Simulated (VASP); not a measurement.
Here is a VASP 6.6.1 calculation.

File INCAR:

```
ALGO = Normal
EDIFF = 1E-6
EDIFFG = -0.01
ENCUT = 600
GGA = PE
IBRION = 2
ISIF = 3
ISMEAR = 0
LASPH = T
LCHARG = F
LREAL = F
LWAVE = F
NELM = 60
NSW = 100
PREC = Accurate
SIGMA = 0.1
```

File KPOINTS:

```
k-points
0
Gamma
  14 14 14
```

File POSCAR:

```
CdC3
1.0
    3.5563891002      0.0000000000      0.0000000000
    0.0000000000      3.5563891002      0.0000000000
    0.0000000000      0.0000000000      3.5198343840
Cd C
1 3
Direct
    0.0000000000      0.0000000000      0.0000000000
    0.0000000000      0.5000000000      0.5000000000
    0.5000000000      0.0000000000      0.5000000000
    0.5000000000      0.5000000000      0.0000000000
```

Potentials or basis: VASP PAW PBE potentials, release 64 (Cd, C).

The run is started by

```bash
$ cat potpaw_PBE.64/Cd/POTCAR potpaw_PBE.64/C/POTCAR > POTCAR
$ mpirun -np 1 vasp_std > vasp.out
```

Question: What does it give for the band gap on the k mesh?

Answer: Zero (bands 12 and 13 overlap by 2.10 eV).

Question: What does it give for the relaxed volume?

Answer: 11.09 Å³/atom.

Question: Predict the relaxed cell.

Answer: a = 3.551 Å, b = 3.551 Å, c = 3.519 Å, α = 90.00°, β = 90.00°, γ = 90.00°.

Stress tensor (GPa, compression positive):
```
-0.05  0.00  0.00
 0.00 -0.05  0.00
 0.00  0.00  0.14
```
